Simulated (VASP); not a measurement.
Here is a VASP 6.6.1 calculation.

INCAR

```
SYSTEM = Zn
ALGO     = Normal         ! electronic algorithm
EDIFF    = 1E-7           ! SCF threshold, eV
ENCUT    = 520            ! plane-wave cutoff, eV
GGA      = PS             ! functional
ISIF     = 2              ! what is computed and relaxed
ISMEAR   = -1             ! smearing method
LASPH    = .True.         ! aspherical terms in the spheres
LCHARG   = .False.        ! write CHGCAR
LREAL    = .False.        ! projectors in reciprocal space
LWAVE    = .False.        ! write WAVECAR
NBANDS   = 12             ! bands
NELM     = 100            ! most SCF steps
PREC     = Accurate       ! precision mode
SIGMA    = 0.05           ! smearing width, eV
```

Contents of KPOINTS:

```
k-points
0
Gamma
  12 12 12
  0 0 0
```

The input POSCAR:

```
Zn
1.0
    0.0000000000      1.9246672763      1.9246672763
    1.9246672763      0.0000000000      1.9246672763
    1.9246672763      1.9246672763      0.0000000000
Zn
1
Direct
    0.0000000000      0.0000000000      0.0000000000
```

Potentials or basis: VASP PAW PBE potentials, release 64 (Zn).

Run with:

```bash
$ cat potpaw_PBE.64/Zn/POTCAR > POTCAR
$ mpirun -np 1 vasp_std > vasp.out
```

(1) Estimate the pressure.

(2) Predict the band gap on the k mesh.

Answers

(1) -0.5 GPa.

(2) zero (band 6 reaches 5.64 eV, above the bottom of band 7 at 2.08 eV).

Caveat: the PAW data sets were made with another functional, which shifts forces and pressure a little.
